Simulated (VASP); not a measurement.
A run of VASP 6.6.1 is set up as follows.

File INCAR:

```
SYSTEM = CdTe
  PREC = Accurate
  ENCUT = 600
  EDIFF = 1E-7
  ISMEAR = 0
  SIGMA = 0.02
  LREAL = .FALSE.
  LASPH = .TRUE.
  NELM = 60
  ALGO = Normal
  ISIF = 3
  LWAVE = .FALSE.
  LCHARG = .FALSE.
  GGA = PE
  IBRION = 2
  NSW = 100
  EDIFFG = -0.005
```

Contents of KPOINTS:

```
regular mesh
0
G
  8 8 8
  0 0 0
```

File POSCAR:

```
CdTe
1.0
    0.0000000000      3.3100202420      3.3100202420
    3.3100202420      0.0000000000      3.3100202420
    3.3100202420      3.3100202420      0.0000000000
Cd Te
1 1
Direct
    0.0000000000      0.0000000000      0.0000000000
    0.2500000000      0.2500000000      0.2500000000
```

Potentials or basis: VASP PAW PBE potentials, release 64 (Cd, Te).

Run with:

```console
$ cat potpaw_PBE.64/Cd/POTCAR potpaw_PBE.64/Te/POTCAR > POTCAR
$ mpirun -np 1 vasp_std > vasp.out
```

Q: What does it give for the band gap on the k mesh?

A: 0.58 eV, direct.

Q: What does it give for the space group after relaxing (to 0.05 Å)?

A: F-43m (No. 216).

Final structure:
```yaml
crystal:
  lattice:
    - [0.00000, 3.31153, 3.31153]
    - [3.31153, 0.00000, 3.31153]
    - [3.31153, 3.31153, 0.00000]
  atoms:
    - { symbol: Cd, position: [0.00000, 0.00000, 0.00000] }
    - { symbol: Te, position: [0.25000, 0.25000, 0.25000] }
```

Caveat: spin-orbit coupling is left out, which moves the levels of the heavy elements. As with any semilocal functional, this PBE gap is likely too small.
